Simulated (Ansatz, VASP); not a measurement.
## SiC: VASP beside Ansatz

```xyz
4
Lattice="3.0919 0.0000 0.0000 -1.5460 2.6777 0.0000 0.0000 0.0000 5.3787" Properties=species:S:1:pos:R:3 pbc="T T T"
Si    0.0000    1.7851    2.6938
Si    1.5460    0.8926    5.3832
C     0.0000    1.7851    4.7020
C     1.5460    0.8926    2.0126
```

Change from the starting cell: strain along c alone, the other axes held, atoms relaxed: +6.0 %.

Alike in both runs: functional PBE; k mesh 12 × 12 × 6; occupations gaussian, width 0.02 eV; no spin polarisation.

Ansatz relaxed the structure, and its values are those at the end. VASP's run is a single point on that final structure, the one shown.

|  | VASP | Ansatz |
| --- | --- | --- |
| version | VASP 6.6.1 | Ansatz 0.2.0 |
| potentials or method | VASP PAW PBE potentials, release 64 (Si, C), cutoff 520 eV | scalar-relativistic, plane waves, PAW |
| valence electrons in the cell | 16 | 16 |

```csv
,VASP,Ansatz,Ansatz less VASP
gap on the k mesh at the Fermi level (eV),2.10,2.11,+0.006
least direct gap on the mesh (eV),4.28,4.27,-0.004
pressure (GPa),-10.4,-10.3,+0.02
rms of the force components (eV/Å),0.003,0.003,-0.0003
```

Ansatz's warnings: stress scf threshold loose.
